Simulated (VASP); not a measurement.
Input of a VASP 6.6.1 run:

The input INCAR:

```
SYSTEM = ScAl3
ALGO = Fast
EDIFF = 1E-7
ENCUT = 520
GGA = PE
ISIF = 2
ISMEAR = 0
IVDW = 12
LASPH = .True.
LCHARG = .False.
LREAL = .False.
LWAVE = .False.
NBANDS = 18
NELM = 80
PREC = Accurate
SIGMA = 0.1
```

File KPOINTS:

```
k-points
0
Gamma
  10 10 10
  0 0 0
```

The input POSCAR:

```
ScAl3
1.0
    4.0488871639      0.0000000000      0.0000000000
    0.0000000000      4.0488871639      0.0000000000
    0.0000000000      0.0000000000      4.0488871639
Sc Al
1 3
Direct
    0.0000000000      0.0000000000      0.0000000000
    0.5000000000      0.0000000000      0.5000000000
    0.0000000000      0.5000000000      0.5000000000
    0.5000000000      0.5000000000      0.0000000000
```

Potentials or basis: VASP PAW PBE potentials, release 64 (Sc_sv, Al).

Launch:

```sh
$ cat potpaw_PBE.64/Sc_sv/POTCAR potpaw_PBE.64/Al/POTCAR > POTCAR
$ mpirun -np 1 vasp_std > vasp.out
```

Task: What does it give for the band gap on the k mesh?

Result: Zero (band 10 reaches 8.57 eV, above the bottom of band 11 at 4.55 eV).

Task: Predict the dispersion energy per atom.

Result: -0.391 eV.

Task: What does it give for the pressure?

Result: 0.0 GPa.

Caveat: pairwise dispersion overbinds metals, which lowers pressure and volume.
